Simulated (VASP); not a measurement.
# Al12Pt in VASP: a series of runs

Al12Pt is run at these levels: PBE; tasks: single point.

Program: VASP 6.6.1. These are calculated values, not measurements. Logs are shortened: lines on timing, memory, paths and dates and some standing lists are left out, and cuts for length are marked.

### Step 1. The cell of the first run

The cell holds a slab with vacuum, 13 atoms: a = 5.714 Å, b = 5.714 Å, c = 20.101 Å, α = 90.00°, β = 90.00°, γ = 120.00°.

### Step 2. Single point, PBE

The input, INCAR:

```
PREC = Accurate ; ENCUT = 520
EDIFF = 1E-6 ; ISMEAR = 0
SIGMA = 0.1 ; LREAL = False
LASPH = True ; NELM = 80
ALGO = Normal ; ISIF = 2
LWAVE = False ; LCHARG = False
LDIPOL = True ; IDIPOL = 3
DIPOL = 0.5 0.5 0.329 ; GGA = PE
NBANDS = 35
```

The input, KPOINTS:

```
regular mesh
0
Gamma
  6 6 1
```

The input, POSCAR:

```
Al12Pt
1.0
    5.7135165837      0.0000000000      0.0000000000
   -2.8567582918      4.9480505064      0.0000000000
    0.0000000000      0.0000000000     20.1013782055
Al Pt
12 1
Direct
    0.3333333333      0.1666666667      0.1989913308
    0.3333333333      0.6666666666      0.1989913308
    0.8333333333      0.1666666667      0.1989913308
    0.8333333333      0.6666666667      0.1989913308
    0.1666666667      0.3333333334      0.3134471548
    0.1666666667      0.8333333334      0.3134471548
    0.6666666667      0.3333333334      0.3134471548
    0.6666666667      0.8333333333      0.3134471548
    0.0000000000      0.0000000000      0.4278999240
    0.0000000000      0.5000000000      0.4278999240
    0.5000000000      0.0000000000      0.4278999240
    0.5000000000      0.5000000000      0.4278999240
    0.0000000000      0.2500000000      0.5179243420
```

Potentials or basis: VASP PAW PBE potentials, release 64 (Al, Pt).

Started as:

```sh
$ cat potpaw_PBE.64/Al/POTCAR potpaw_PBE.64/Pt/POTCAR > POTCAR
$ mpirun -np 1 vasp_std > vasp.out
```

OUTCAR:

```text
PREC = Accurate
   ENCUT = 520
   EDIFF = 1E-6
   ISMEAR = 0
   LREAL = False
   LASPH = True
   NELM = 80
   ISIF = 2
   GGA = PE

 ion  position               nearest neighbor table
   1  0.333  0.167  0.199-   5 2.83   6 2.83   7 2.83   2 2.86   3 2.86   3 2.86   4 2.86   4 2.86
                             2 2.86
   2  0.333  0.667  0.199-   5 2.83   6 2.83   8 2.83   1 2.86   4 2.86   3 2.86   4 2.86   3 2.86
                             1 2.86
   3  0.833  0.167  0.199-   7 2.83   8 2.83   5 2.83   2 2.86   4 2.86   4 2.86   1 2.86   1 2.86
                             2 2.86
   4  0.833  0.667  0.199-   8 2.83   7 2.83   6 2.83   2 2.86   3 2.86   3 2.86   1 2.86   1 2.86
                             2 2.86
   5  0.167  0.333  0.313-  10 2.83  12 2.83   9 2.83   2 2.83   1 2.83   3 2.83   8 2.86   6 2.86
                             6 2.86   7 2.86   7 2.86   8 2.86
   6  0.167  0.833  0.313-   9 2.83  11 2.83  10 2.83   1 2.83   2 2.83   4 2.83   8 2.86   5 2.86
                             5 2.86   7 2.86   7 2.86   8 2.86
   7  0.667  0.333  0.313-  12 2.83  10 2.83  11 2.83   3 2.83   4 2.83   1 2.83   8 2.86   5 2.86
                             5 2.86   6 2.86   6 2.86   8 2.86
   8  0.667  0.833  0.313-  12 2.83   9 2.83  11 2.83   4 2.83   3 2.83   2 2.83   7 2.86   6 2.86
                             5 2.86   6 2.86   5 2.86   7 2.86
   9  0.000  0.000  0.428-  13 2.31   6 2.83   8 2.83   5 2.83  10 2.86  10 2.86  11 2.86  11 2.86
                            12 2.86  12 2.86
  10  0.000  0.500  0.428-  13 2.31   5 2.83   7 2.83   6 2.83   9 2.86   9 2.86  12 2.86  12 2.86
                            11 2.86  11 2.86
  11  0.500  0.000  0.428-   6 2.83   8 2.83   7 2.83  12 2.86  12 2.86   9 2.86   9 2.86  10 2.86
                            10 2.86  13 3.07
  12  0.500  0.500  0.428-   7 2.83   8 2.83   5 2.83  11 2.86  11 2.86  10 2.86  10 2.86   9 2.86
                             9 2.86  13 3.07
  13  0.000  0.250  0.518-   9 2.31  10 2.31  12 3.07  11 3.07

  LATTYP: Found a hexagonal cell.
 ALAT       =     5.7135165837
 C/A-ratio  =     3.5182147301

  Lattice vectors:

 A1 = (   5.7135165837,   0.0000000000,   0.0000000000)
 A2 = (  -2.8567582918,   4.9480505064,   0.0000000000)
 A3 = (   0.0000000000,   0.0000000000,  20.1013782055)

Analysis of symmetry for initial positions (statically):
=====================================================================
 Subroutine PRICEL returns:
 Original cell was already a primitive cell.

 Routine SETGRP: Setting up the symmetry group for a
 hexagonal supercell.

 Subroutine GETGRP returns: Found  2 space group operations
 (whereof  1 operations were pure point group operations)
 out of a pool of 24 trial point group operations.

The static configuration has the point symmetry C_1 .
 The point group associated with its full space group is C_1h.

Analysis of symmetry for dynamics (positions and initial velocities):
=====================================================================
 Subroutine PRICEL returns:
 Original cell was already a primitive cell.

 Routine SETGRP: Setting up the symmetry group for a
 hexagonal supercell.

 Subroutine GETGRP returns: Found  2 space group operations
 (whereof  1 operations were pure point group operations)
 out of a pool of 24 trial point group operations.

The dynamic configuration has the point symmetry C_1 .
 The point group associated with its full space group is C_1h.

 Subroutine INISYM returns: Found  2 space group operations
 (whereof  1 operations are pure point group operations),
 and found     1 'primitive' translations

----------------------------------------------------------------------------------------

                                     Primitive cell

  volume of cell :     568.2814

  direct lattice vectors                    reciprocal lattice vectors
     5.713516584  0.000000000  0.000000000     0.175023558  0.101049898  0.000000000
    -2.856758292  4.948050506  0.000000000     0.000000000  0.202099796  0.000000000
     0.000000000  0.000000000 20.101378206     0.000000000  0.000000000  0.049747833

  length of vectors
     5.713516584  5.713516584 20.101378206     0.202099796  0.202099796  0.049747833

  position of ions in fractional coordinates (direct lattice)
     0.333333333  0.166666667  0.198991331
[... 54 lines left out ...]

 Following reciprocal coordinates:
            Coordinates               Weight
  0.000000  0.000000  0.000000      1.000000
  0.166667  0.000000  0.000000      2.000000
  0.000000  0.166667  0.000000      4.000000
  0.333333 -0.000000  0.000000      2.000000
  0.000000  0.333333  0.000000      4.000000
  0.500000  0.000000  0.000000      1.000000
  0.000000  0.500000  0.000000      2.000000
  0.166667  0.166667  0.000000      4.000000
 -0.166667  0.333333  0.000000      2.000000
  0.333333  0.166667  0.000000      4.000000
 -0.166667  0.500000  0.000000      4.000000
  0.500000  0.333333  0.000000      4.000000
  0.333333  0.333333  0.000000      2.000000
   k-points           NKPTS =     13   k-points in BZ     NKDIM =     13   number of bands    NBANDS=     35
   number of dos      NEDOS =    301   number of ions     NIONS =     13
   total plane-waves  NPLWV = 264600
   dimension x,y,z NGX =    42 NGY =   42 NGZ =  150
   dimension x,y,z NGXF=    84 NGYF=   84 NGZF=  300
   ions per type =              12   1
   NGX,Y,Z   is equivalent  to a cutoff of  12.22, 12.22, 12.41 a.u.
   NGXF,Y,Z  is equivalent  to a cutoff of  24.44, 24.44, 24.81 a.u.
 SYSTEM =  unknown system
   PREC   = accura    normal or accurate (medium, high low for compatibility)
   ISTART =      0    job   : 0-new  1-cont  2-samecut
   ICHARG =      2    charge: 1-file 2-atom 10-const
   ISPIN  =      1    spin polarized calculation?
   LNONCOLLINEAR =      F non collinear calculations
   LSORBIT =      F    spin-orbit coupling
   LASPH  =      T    aspherical Exc in radial PAW
   ENCUT  =  520.0 eV  38.22 Ry    6.18 a.u.  10.62 10.62 37.38*2*pi/ulx,y,z
   NELM   =     80;   NELMIN=  2; NELMDL= -5     # of ELM steps
   EDIFF  = 0.1E-05   stopping-criterion for ELM
   LREAL  =      F    real-space projection
   EDIFFG = 0.1E-04   stopping-criterion for IOM
   NSW    =      0    number of steps for IOM
   IBRION =     -1    ionic relax: 0-MD 1-quasi-New 2-CG
   NFREE  =      0    steps in history (QN), initial steepest desc. (CG)
   ISIF   =      2    stress and relaxation
   ISYM   =      2    0-nonsym 1-usesym 2-fastsym
   POTIM  = 0.5000    time-step for ionic-motion
   TEBEG  =    0.0;   TEEND  =   0.0 temperature during run
   PSTRESS=    0.0 pullay stress
   NELECT =      46.0000    total number of electrons
   NUPDOWN=      -1.0000    fix difference up-down
   EMIN   =  10.00;   EMAX   =-10.00  energy-range for DOS
   EFERMI =   0.00;   METHOD = LEGACY
   ISMEAR =     0;   SIGMA  =   0.10  broadening in eV -4-tet -1-fermi 0-gaus
   EFERMI_NEDOS =   21; number of points for ismear=-14 and -15
   IALGO  =     38    algorithm
   IMIX   =      4    mixing-type and parameters
     AMIX     =   0.40;   BMIX     =  1.00
     AMIX_MAG =   1.60;   BMIX_MAG =  1.00
  volume/ion in A,a.u.               =      43.71       295.00
  Fermi-wavevector in a.u.,A,eV,Ry     =   0.708173  1.338254  6.823452  0.501510
  Thomas-Fermi vector in A             =   1.794418
   LORBIT       =      0    0 simple, 1 ext, 2 COOP (PROOUT), +10 PAW based schemes
   GGA     = PE    functional components
   LHFCALC =     F    Hartree Fock is set to
   AEXX    =    0.0000 exact exchange contribution
   IVDW    =     0    specifies the selected vdW correction
   LEPSILON=     F    determine dielectric tensor
   LRPA    =     F    only Hartree local field effects (RPA)
 non-spin polarized calculation
 Gauss-broadening in eV      SIGMA  =   0.10
  energy-cutoff  :      520.00
  volume of cell :      568.28
 maximum number of plane-waves:     15351
   NGX = 21   NGY = 21   NGZ = 75

 dipolmoment           0.000000      0.000000     -0.004623 electrons x Angstroem

 number of electron      46.0000001 magnetization

 dipolmoment           0.000000      0.000000      0.033318 electrons x Angstroem

 Free energy of the ion-electron system (eV)
  ---------------------------------------------------
  ext. energy  EPLUGINS =         0.00000000
  ---------------------------------------------------
  free energy    TOTEN  =       -48.15620931 eV

  energy without entropy =      -48.13757893  energy(sigma->0) =      -48.14689412

 E-fermi :   0.4980     XC(G=0):  -4.8734

 val. band max:        0.4842824425   @ k =   0.0000   0.3333   0.0000
 cond. band min:       0.5416868643   @ k =   0.0000   0.0000   0.0000
 fundamental gap:      0.0574044219
 Fermi energy:         0.4980355268

 k-point     1 :       0.0000    0.0000    0.0000
  band No.  band energies     occupation
      1     -10.1120      2.00000
      2      -8.4897      2.00000
      3      -5.9745      2.00000
      4      -4.4582      2.00000
      5      -4.3837      2.00000
      6      -4.3430      2.00000
[... 483 lines left out ...]
     34       3.7839      0.00000
     35       3.8029      0.00000

------------------------ aborting loop because EDIFF is reached ----------------------------------------

 vacuum level on the upper side and lower side of the slab       (xc-potential included)        -0.045        -0.131

  FORCE on cell =-STRESS in cart. coord.  units (eV):
  Direction    XX          YY          ZZ          XY          YZ          ZX
  --------------------------------------------------------------------------------------
  -------------------------------------------------------------------------------------
  Total       -2.9193827     -1.2912012      0.3502714     -1.4100466     -0.0726493     -0.1258323
  in kB       -8.2307263     -3.6403325      0.9875335     -3.9753977     -0.2048228     -0.3547638
  external PRESSURE =      -3.6278418 kB  Pullay stress =       0.0000000 kB

 VOLUME and BASIS-vectors are now :
 -----------------------------------------------------------------------------
  energy-cutoff  :      520.00
  volume of cell :      568.28
      direct lattice vectors                 reciprocal lattice vectors
     5.713516584  0.000000000  0.000000000     0.175023558  0.101049898  0.000000000
    -2.856758292  4.948050506  0.000000000     0.000000000  0.202099796  0.000000000
     0.000000000  0.000000000 20.101378206     0.000000000  0.000000000  0.049747833

 POSITION                                       TOTAL-FORCE (eV/Angst)
 -----------------------------------------------------------------------------------
      1.42838      0.82468      4.00000         0.058028     -0.002062     -0.058809
      0.00000      3.29870      4.00000         0.027229      0.051285     -0.058809
      4.28514      0.82468      4.00000        -0.083899     -0.048439      0.040428
      2.85676      3.29870      4.00000        -0.005671     -0.003274     -0.109720
      0.00000      1.64935      6.30072         0.063884      0.036883      0.149722
     -1.42838      4.12338      6.30072         0.025637      0.014801     -0.048601
      2.85676      1.64935      6.30072        -0.033615     -0.003266      0.066206
      1.42838      4.12338      6.30072        -0.019636     -0.027478      0.066206
      0.00000      0.00000      8.60138         0.488545     -0.795806     -0.341537
     -1.42838      2.47403      8.60138        -0.444916      0.820996     -0.341537
      2.85676      0.00000      8.60138         0.126992      0.073319      0.304175
      1.42838      2.47403      8.60138        -0.167966     -0.096975      0.303939
     -0.71419      1.23701     10.41099        -0.034612     -0.019983      0.028337
 -----------------------------------------------------------------------------------
    total drift:                               -0.000057     -0.000033      0.000261

  FREE ENERGIE OF THE ION-ELECTRON SYSTEM (eV)
  ---------------------------------------------------
  free  energy   TOTEN  =       -48.1562093058 eV

  energy  without entropy=      -48.1375789334  energy(sigma->0) =      -48.14689412

 vacuum level on the upper side and lower side of the slab         4.616         4.453
```

It took 5.1 min on 1 thread of Intel Xeon 6975P-C (Granite Rapids), shared host; peak memory 0.67 GiB.

Results:

```yaml
Free_energy: -48.1562 eV
Largest_force: 0.994 eV/Å
Band_gap_on_the_k_mesh: zero (bands 23 and 24 overlap by 0.80 eV)
```

Forces in eV/Å, atoms in the order of the input:
```
Al   0.058 -0.002 -0.059
Al   0.027  0.051 -0.059
Al  -0.084 -0.048  0.040
Al  -0.006 -0.003 -0.110
Al   0.064  0.037  0.150
Al   0.026  0.015 -0.049
Al  -0.034 -0.003  0.066
Al  -0.020 -0.027  0.066
Al   0.489 -0.796 -0.342
Al  -0.445  0.821 -0.342
Al   0.127  0.073  0.304
Al  -0.168 -0.097  0.304
Pt  -0.035 -0.020  0.028
```

Levels at points of the mesh, in eV from the Fermi level:
| k point | band 20 | band 21 | band 22 | band 23 | band 24 | band 25 | band 26 | band 27 |
| --- | --- | --- | --- | --- | --- | --- | --- | --- |
| (0.00, 0.00, 0.00) | -2.01 | -1.94 | -0.87 | -0.29 | -0.06 | 0.04 | 0.08 | 0.21 |
| (0.50, 0.00, 0.00) | -0.48 | -0.45 | -0.16 | -0.11 | 0.45 | 1.05 | 1.09 | 1.32 |
| (0.00, 0.50, 0.00) | -0.46 | -0.44 | -0.17 | -0.14 | 0.43 | 1.01 | 1.13 | 1.30 |

Caveat: spin-orbit coupling is left out, which moves the levels of the heavy elements.

### Step 3. Single point, PBE

The input, INCAR:

```
ALGO     = Normal         # electronic algorithm
DIPOL    = 0.5 0.5 0.330
EDIFF    = 1E-7           # SCF threshold, eV
ENCUT    = 520            # plane-wave cutoff, eV
GGA      = PE             # functional
IDIPOL   = 3            
ISIF     = 2              # what is computed and relaxed
ISMEAR   = 0              # smearing method
LASPH    = True           # aspherical terms in the spheres
LCHARG   = False          # write CHGCAR
LDIPOL   = True         
LREAL    = False          # projectors in reciprocal space
LWAVE    = False          # write WAVECAR
NBANDS   = 35             # bands
NELM     = 100            # most SCF steps
PREC     = Accurate       # precision mode
SIGMA    = 0.1            # smearing width, eV
```

The input, KPOINTS:

```
k-points
0
Gamma
  6 6 1
```

The input, POSCAR:

```
Al12Pt
1.0
    5.7135165837      0.0000000000      0.0000000000
   -2.8567582918      4.9480505064      0.0000000000
    0.0000000000      0.0000000000     20.1013782055
Al Pt
12 1
Direct
    0.3333333333      0.1666666667      0.1989913308
    0.3333333334      0.6666666667      0.1989913308
    0.8333333334      0.1666666667      0.1989913308
    0.8333333333      0.6666666667      0.1989913308
    0.1666666667      0.3333333333      0.3134471548
    0.1666666667      0.8333333333      0.3134471548
    0.6666666667      0.3333333333      0.3134471548
    0.6666666667      0.8333333333      0.3134471548
    0.0000000000      0.0000000000      0.4278999240
    0.0000000000      0.5000000000      0.4278999240
    0.5000000000      0.0000000000      0.4278999240
    0.5000000000      0.5000000000      0.4278999240
    0.0833333334      0.1666666667      0.5282724116
```

Potentials or basis: VASP PAW PBE potentials, release 64 (Al, Pt).

Started as:

```sh
$ cat potpaw_PBE.64/Al/POTCAR potpaw_PBE.64/Pt/POTCAR > POTCAR
$ mpirun -np 1 vasp_std > vasp.out
```

Wall time 5.4 min (1 thread of Intel Xeon 6975P-C (Granite Rapids), shared host); peak memory 0.67 GiB.

Results (log left out):

- Free energy: -47.2941 eV
- Largest force: 1.996 eV/Å
- Band gap on the k mesh: zero (bands 23 and 24 overlap by 0.80 eV)

Forces on the atoms (eV/Å):
```
Al   0.144  0.000 -0.007
Al   0.000  0.048 -0.076
Al  -0.144  0.000 -0.007
Al   0.000 -0.055 -0.110
Al   0.000  0.065  0.231
Al   0.059 -0.011  0.010
Al   0.000 -0.006  0.016
Al  -0.059 -0.011  0.010
Al   0.000 -1.221 -1.578
Al   0.198 -0.251  0.702
Al   0.000 -0.103  0.113
Al  -0.198 -0.251  0.702
Pt   0.000  1.795 -0.004
```

Levels at points of the mesh, in eV from the Fermi level:
| k point | band 19 | band 20 | band 21 | band 22 | band 23 | band 24 | band 25 | band 26 | band 27 | band 28 |
| --- | --- | --- | --- | --- | --- | --- | --- | --- | --- | --- |
| (0.00, 0.00, 0.00) | -1.80 | -1.74 | -1.59 | -0.83 | -0.26 | -0.05 | 0.04 | 0.12 | 0.20 | 0.39 |
| (0.50, 0.00, 0.00) | -1.20 | -0.46 | -0.43 | -0.17 | -0.11 | 0.36 | 1.01 | 1.12 | 1.39 | 1.59 |
| (0.00, 0.50, 0.00) | -1.15 | -0.45 | -0.43 | -0.14 | -0.08 | 0.32 | 1.07 | 1.07 | 1.33 | 1.55 |

Caveat: spin-orbit coupling is left out, which moves the levels of the heavy elements.

(Continued in part 2 of 2.)

The gap in the log of VASP goes by the Fermi energy; the results here count the filled bands.